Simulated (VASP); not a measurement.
# La2O3 (P-62m) in VASP: single point with PBEsol

Aim: the single point of La2O3 with PBEsol.

All numbers are computed with VASP 6.6.1; they aren't measurements. Logs are shortened: lines on timing, memory, paths and dates and some standing lists are left out, and cuts for length are marked.

## Step 1: The cell of the first run

It takes space group P-62m (No. 189, hexagonal). Conventional cell: a = 6.267 Å, b = 6.267 Å, c = 3.300 Å, α = 90.00°, β = 90.00°, γ = 120.00°. Within 3.3 Å of La (site symmetry -6) lie 6 O at 2.45 Å and 2 La at 3.30 Å. Within 3.3 Å of O (site symmetry m2m) lie 4 La at 2.45 Å and 6 O at 3.13 to 3.30 Å. O (site symmetry m2m) has 4 La at 2.45 Å and 6 O at 3.13 to 3.30 Å within 3.3 Å.

## Step 2: Single point, PBEsol

INCAR

```
SYSTEM = La2O3
ALGO     = Normal         ! electronic algorithm
EDIFF    = 1E-6           ! SCF threshold, eV
ENCUT    = 600            ! plane-wave cutoff, eV
GGA      = PS             ! functional
GGA_COMPAT= .FALSE.      
ISIF     = 2              ! what is computed and relaxed
ISMEAR   = 0              ! smearing method
LASPH    = .TRUE.         ! aspherical terms in the spheres
LCHARG   = .FALSE.        ! write CHGCAR
LMAXMIX  = 6              ! l up to which the mixer works
LREAL    = .FALSE.        ! projectors in reciprocal space
LWAVE    = .FALSE.        ! write WAVECAR
NBANDS   = 96             ! bands
NELM     = 200            ! most SCF steps
PREC     = Accurate       ! precision mode
SIGMA    = 0.02           ! smearing width, eV
```

KPOINTS

```
k-points
0
G
  3 3 2
  0 0 0
```

POSCAR

```
La2O3
1.0
   12.5335605579      0.0000000012      0.0000000000
   -3.1333901390      5.4271909206      0.0000000000
    0.0000000000      0.0000000000      6.5995320000
La O
8 12
Direct
    0.1666666667      0.6666666667      0.2500000000
    0.3333333333      0.3333333333      0.2500000000
    0.1666666667      0.6666666667      0.7500000000
    0.3333333333      0.3333333333      0.7500000000
    0.6666666667      0.6666666667      0.2500000000
    0.8333333333      0.3333333333      0.2500000000
    0.6666666667      0.6666666667      0.7500000000
    0.8333333333      0.3333333333      0.7500000000
    0.2459930000      0.4919860000      0.0000000000
    0.0000000000      0.5080140000      0.0000000000
    0.2540070000      0.0000000000      0.0000000000
    0.2459930000      0.4919860000      0.5000000000
    0.0000000000      0.5080140000      0.5000000000
    0.2540070000      0.0000000000      0.5000000000
    0.7459930000      0.4919860000      0.0000000000
    0.5000000000      0.5080140000      0.0000000000
    0.7540070000      0.0000000000      0.0000000000
    0.7459930000      0.4919860000      0.5000000000
    0.5000000000      0.5080140000      0.5000000000
    0.7540070000      0.0000000000      0.5000000000
```

Potentials or basis: VASP PAW PBE potentials, release 64 (La, O).

Started as:

```console
$ cat potpaw_PBE.64/La/POTCAR potpaw_PBE.64/O/POTCAR > POTCAR
$ mpirun -np 1 vasp_std > vasp.out
```

OUTCAR:

```text
SYSTEM = La2O3
   EDIFF = 1E-6
   ENCUT = 600
   GGA = PS
   ISIF = 2
   ISMEAR = 0
   LASPH = .TRUE.
   LREAL = .FALSE.
   NELM = 200
   PREC = Accurate

 ion  position               nearest neighbor table
   1  0.167  0.667  0.250-  11 2.45  14 2.45  12 2.45   9 2.45  13 2.45  10 2.45   3 3.30   3 3.30
                             2 3.62   2 3.62   6 3.62
   2  0.333  0.333  0.250-  11 2.45  14 2.45  12 2.45   9 2.45  16 2.45  19 2.45   4 3.30   4 3.30
                             1 3.62   1 3.62   5 3.62
   3  0.167  0.667  0.750-  11 2.45  14 2.45  12 2.45   9 2.45  13 2.45  10 2.45   1 3.30   1 3.30
                             4 3.62   4 3.62   8 3.62
   4  0.333  0.333  0.750-  11 2.45  14 2.45  12 2.45   9 2.45  16 2.45  19 2.45   2 3.30   2 3.30
                             3 3.62   3 3.62   7 3.62
   5  0.667  0.667  0.250-  17 2.45  20 2.45  18 2.45  15 2.45  19 2.45  16 2.45   7 3.30   7 3.30
                             6 3.62   6 3.62   2 3.62
   6  0.833  0.333  0.250-  17 2.45  20 2.45  18 2.45  15 2.45  10 2.45  13 2.45   8 3.30   8 3.30
                             5 3.62   5 3.62   1 3.62
   7  0.667  0.667  0.750-  17 2.45  20 2.45  18 2.45  15 2.45  19 2.45  16 2.45   5 3.30   5 3.30
                             8 3.62   8 3.62   4 3.62
   8  0.833  0.333  0.750-  17 2.45  20 2.45  18 2.45  15 2.45  10 2.45  13 2.45   6 3.30   6 3.30
                             7 3.62   7 3.62   3 3.62
   9  0.246  0.492  0.000-   1 2.45   3 2.45   2 2.45   4 2.45
  10  0.000  0.508  0.000-   6 2.45   8 2.45   1 2.45   3 2.45
  11  0.254  0.000  0.000-   2 2.45   4 2.45   3 2.45   1 2.45
  12  0.246  0.492  0.500-   1 2.45   3 2.45   2 2.45   4 2.45
  13  0.000  0.508  0.500-   6 2.45   8 2.45   1 2.45   3 2.45
  14  0.254  0.000  0.500-   2 2.45   4 2.45   3 2.45   1 2.45
  15  0.746  0.492  0.000-   5 2.45   7 2.45   6 2.45   8 2.45
  16  0.500  0.508  0.000-   2 2.45   4 2.45   5 2.45   7 2.45
  17  0.754  0.000  0.000-   6 2.45   8 2.45   7 2.45   5 2.45
  18  0.746  0.492  0.500-   5 2.45   7 2.45   6 2.45   8 2.45
  19  0.500  0.508  0.500-   2 2.45   4 2.45   5 2.45   7 2.45
  20  0.754  0.000  0.500-   6 2.45   8 2.45   7 2.45   5 2.45

  Warning from LATTYP: Monoclinic adjustment (A1->A3, A2->A1, A3->A2)!
  LATTYP: Found a simple orthorhombic cell.
 ALAT       =     6.2667802779
 B/A-ratio  =     1.0530977164
 C/A-ratio  =     1.7320508079

  Lattice vectors:

 A1 = (  -3.1333901390,   5.4271909206,   0.0000000000)
 A2 = (   0.0000000000,   0.0000000000,   6.5995320000)
 A3 = (   9.4001704189,   5.4271909218,   0.0000000000)

Analysis of symmetry for initial positions (statically):
=====================================================================
 Subroutine PRICEL returns following result:

  LATTYP: Found a hexagonal cell.
 ALAT       =     6.2667802789
 C/A-ratio  =     0.5265488581

  Lattice vectors:

 A1 = (   6.2667802789,   0.0000000006,   0.0000000000)
 A2 = (  -3.1333901390,   5.4271909206,   0.0000000000)
 A3 = (   0.0000000000,   0.0000000000,   3.2997660000)

   4 primitive cells build up your supercell.

 Routine SETGRP: Setting up the symmetry group for a
 simple orthorhombic supercell.

 Subroutine GETGRP returns: Found  4 space group operations
 (whereof  4 operations were pure point group operations)
 out of a pool of  8 trial point group operations.

The static configuration has the point symmetry C_2v.

Analysis of symmetry for dynamics (positions and initial velocities):
=====================================================================
 Subroutine PRICEL returns following result:

  LATTYP: Found a hexagonal cell.
 ALAT       =     6.2667802789
 C/A-ratio  =     0.5265488581

  Lattice vectors:

 A1 = (   6.2667802789,   0.0000000006,   0.0000000000)
 A2 = (  -3.1333901390,   5.4271909206,   0.0000000000)
 A3 = (   0.0000000000,   0.0000000000,   3.2997660000)

   4 primitive cells build up your supercell.

 Routine SETGRP: Setting up the symmetry group for a
 simple orthorhombic supercell.

 Subroutine GETGRP returns: Found  4 space group operations
 (whereof  4 operations were pure point group operations)
 out of a pool of  8 trial point group operations.

The dynamic configuration has the point symmetry C_2v.

 Subroutine INISYM returns: Found  4 space group operations
[... 25 lines left out ...]
   primitive index   ion index
                 1           1
                 2           2
                 3           9
                 4          10
                 5          11

----------------------------------------------------------------------------------------

 KPOINTS: k-points

Automatic generation of k-mesh.
 Grid dimensions read from file:
 generate k-points for:    3    3    2

 Generating k-lattice:

  Cartesian coordinates                     Fractional coordinates (reciprocal lattice)
     0.026595263  0.015354782  0.000000000     0.333333333  0.000000000  0.000000000
    -0.000000000  0.061419128  0.000000000    -0.000000000  0.333333333  0.000000000
     0.000000000  0.000000000  0.075762948     0.000000000  0.000000000  0.500000000

  Length of vectors
     0.030709564  0.061419128  0.075762948

  Shift w.r.t. Gamma in fractional coordinates (k-lattice)
     0.000000000  0.000000000  0.000000000

 Subroutine IBZKPT returns following result:
 ===========================================

 Found      8 irreducible k-points:

 Following reciprocal coordinates:
            Coordinates               Weight
  0.000000  0.000000  0.000000      1.000000
  0.333333  0.000000  0.000000      2.000000
  0.000000  0.333333  0.000000      4.000000
 -0.333333  0.333333  0.000000      2.000000
  0.000000  0.000000  0.500000      1.000000
  0.333333  0.000000  0.500000      2.000000
  0.000000  0.333333  0.500000      4.000000
 -0.333333  0.333333  0.500000      2.000000
   k-points           NKPTS =      8   k-points in BZ     NKDIM =      8   number of bands    NBANDS=     96
   number of dos      NEDOS =    301   number of ions     NIONS =     20
   total plane-waves  NPLWV = 270000
   dimension x,y,z NGX =   100 NGY =   50 NGZ =   54
   dimension x,y,z NGXF=   200 NGYF=  100 NGZF=  108
   ions per type =               8  12
   NGX,Y,Z   is equivalent  to a cutoff of  13.26, 13.26, 13.60 a.u.
   NGXF,Y,Z  is equivalent  to a cutoff of  26.53, 26.53, 27.21 a.u.
 SYSTEM =  La2O3
   PREC   = accura    normal or accurate (medium, high low for compatibility)
   ISTART =      0    job   : 0-new  1-cont  2-samecut
   ICHARG =      2    charge: 1-file 2-atom 10-const
   ISPIN  =      1    spin polarized calculation?
   LNONCOLLINEAR =      F non collinear calculations
   LSORBIT =      F    spin-orbit coupling
   LASPH  =      T    aspherical Exc in radial PAW
   ENCUT  =  600.0 eV  44.10 Ry    6.64 a.u.  25.03 12.52 13.18*2*pi/ulx,y,z
   NELM   =    200;   NELMIN=  2; NELMDL= -5     # of ELM steps
   EDIFF  = 0.1E-05   stopping-criterion for ELM
   LREAL  =      F    real-space projection
   EDIFFG = 0.1E-04   stopping-criterion for IOM
   NSW    =      0    number of steps for IOM
   IBRION =     -1    ionic relax: 0-MD 1-quasi-New 2-CG
   NFREE  =      0    steps in history (QN), initial steepest desc. (CG)
   ISIF   =      2    stress and relaxation
   ISYM   =      2    0-nonsym 1-usesym 2-fastsym
   POTIM  = 0.5000    time-step for ionic-motion
   TEBEG  =    0.0;   TEEND  =   0.0 temperature during run
   PSTRESS=    0.0 pullay stress
   NELECT =     160.0000    total number of electrons
   NUPDOWN=      -1.0000    fix difference up-down
   EMIN   =  10.00;   EMAX   =-10.00  energy-range for DOS
   EFERMI =   0.00;   METHOD = LEGACY
   ISMEAR =     0;   SIGMA  =   0.02  broadening in eV -4-tet -1-fermi 0-gaus
   EFERMI_NEDOS =   21; number of points for ismear=-14 and -15
   IALGO  =     38    algorithm
   IMIX   =      4    mixing-type and parameters
     AMIX     =   0.40;   BMIX     =  1.00
     AMIX_MAG =   1.60;   BMIX_MAG =  1.00
  volume/ion in A,a.u.               =      22.45       151.47
  Fermi-wavevector in a.u.,A,eV,Ry     =   1.160719  2.193442 18.330716  1.347270
  Thomas-Fermi vector in A             =   2.297299
   LORBIT       =      0    0 simple, 1 ext, 2 COOP (PROOUT), +10 PAW based schemes
   GGA     = PS    functional components
   LHFCALC =     F    Hartree Fock is set to
   AEXX    =    0.0000 exact exchange contribution
   IVDW    =     0    specifies the selected vdW correction
   LEPSILON=     F    determine dielectric tensor
   LRPA    =     F    only Hartree local field effects (RPA)
 non-spin polarized calculation
 Gauss-broadening in eV      SIGMA  =   0.02
  energy-cutoff  :      600.00
  volume of cell :      448.91
 maximum number of plane-waves:     15042
   NGX = 51   NGY = 25   NGZ = 27

 number of electron     159.9999996 magnetization

 Free energy of the ion-electron system (eV)
  ---------------------------------------------------
  ext. energy  EPLUGINS =         0.00000000
  ---------------------------------------------------
  free energy    TOTEN  =      -169.77950536 eV

  energy without entropy =     -169.77950536  energy(sigma->0) =     -169.77950536

 E-fermi :   3.4072     XC(G=0):  -8.4805

 val. band max:        3.2864868455   @ k =   0.0000   0.0000   0.0000
 cond. band min:       4.7497347191   @ k =   0.0000   0.0000   0.0000
 fundamental gap:      1.4632478736
 Fermi energy:         3.4071618075

 k-point     1 :       0.0000    0.0000    0.0000
  band No.  band energies     occupation
      1     -27.2188      2.00000
      2     -27.1444      2.00000
      3     -27.0681      2.00000
      4     -26.9899      2.00000
      5     -26.8770      2.00000
      6     -26.8210      2.00000
[... 749 lines left out ...]
     91       7.5759      0.00000
     92       7.5759      0.00000
 [bands above 92 left out]

------------------------ aborting loop because EDIFF is reached ----------------------------------------

  FORCE on cell =-STRESS in cart. coord.  units (eV):
  Direction    XX          YY          ZZ          XY          YZ          ZX
  --------------------------------------------------------------------------------------
  -------------------------------------------------------------------------------------
  Total        0.0005841      0.0045651    -10.7345403     -0.0034476      0.0000000      0.0000000
  in kB        0.0020846      0.0162928    -38.3116920     -0.0123046      0.0000000      0.0000000
  external PRESSURE =     -12.7644382 kB  Pullay stress =       0.0000000 kB

 VOLUME and BASIS-vectors are now :
 -----------------------------------------------------------------------------
  energy-cutoff  :      600.00
  volume of cell :      448.91
      direct lattice vectors                 reciprocal lattice vectors
    12.533560558  0.000000001  0.000000000     0.079785788  0.046064346  0.000000000
    -3.133390139  5.427190921  0.000000000    -0.000000000  0.184257384  0.000000000
     0.000000000  0.000000000  6.599532000     0.000000000  0.000000000  0.151525896

 POSITION                                       TOTAL-FORCE (eV/Angst)
 -----------------------------------------------------------------------------------
      0.00000      3.61813      1.64988         0.000194      0.000135      0.000000
      3.13339      1.80906      1.64988        -0.000214     -0.000101      0.000000
      0.00000      3.61813      4.94965         0.000194      0.000135      0.000000
      3.13339      1.80906      4.94965        -0.000214     -0.000101      0.000000
      6.26678      3.61813      1.64988         0.000194      0.000135      0.000000
      9.40017      1.80906      1.64988        -0.000214     -0.000101      0.000000
[... 12 lines left out ...]
      4.67497      2.75709      3.29977         0.030959     -0.053622     -0.000000
      9.45039      0.00000      3.29977        -0.061882     -0.000002     -0.000000
 -----------------------------------------------------------------------------------
    total drift:                                0.000022     -0.000039     -0.000000

  FREE ENERGIE OF THE ION-ELECTRON SYSTEM (eV)
  ---------------------------------------------------
  free  energy   TOTEN  =      -169.7795053579 eV

  energy  without entropy=     -169.7795053579  energy(sigma->0) =     -169.77950536
```

It took 17 min on 1 thread of Intel Xeon 6975P-C (Granite Rapids), shared host; peak memory 0.75 GiB.

Results:

| Item | Value |
| --- | --- |
| Free energy | -169.7795 eV |
| Pressure | -1.3 GPa |
| Largest force | 0.062 eV/Å |
| Band gap on the k mesh | 1.46 eV |

Forces on the atoms (eV/Å):
```
La   0.000  0.000  0.000
La   0.000  0.000  0.000
La   0.000  0.000  0.000
La   0.000  0.000  0.000
La   0.000  0.000  0.000
La   0.000  0.000  0.000
La   0.000  0.000  0.000
La   0.000  0.000  0.000
O    0.031  0.054  0.000
O    0.031 -0.054  0.000
O   -0.062  0.000  0.000
O    0.031  0.054  0.000
O    0.031 -0.054  0.000
O   -0.062  0.000  0.000
O    0.031  0.054  0.000
O    0.031 -0.054  0.000
O   -0.062  0.000  0.000
O    0.031  0.054  0.000
O    0.031 -0.054  0.000
O   -0.062  0.000  0.000
```

Levels at points of the mesh, in eV from the valence-band top:
```
           k point  band 78  band 79  band 80  band 81  band 82  band 83
(0.00, 0.00, 0.00)    -0.51    -0.34     0.00     1.46     2.62     3.50
(0.00, 0.00, 0.50)    -0.95    -0.54    -0.54     2.87     2.87     3.67
```

Caveat: the k points lie up to 0.48 Å⁻¹ apart; the PAW data sets were made with another functional, which shifts forces and pressure a little; spin-orbit coupling is left out, which moves the levels of the heavy elements.
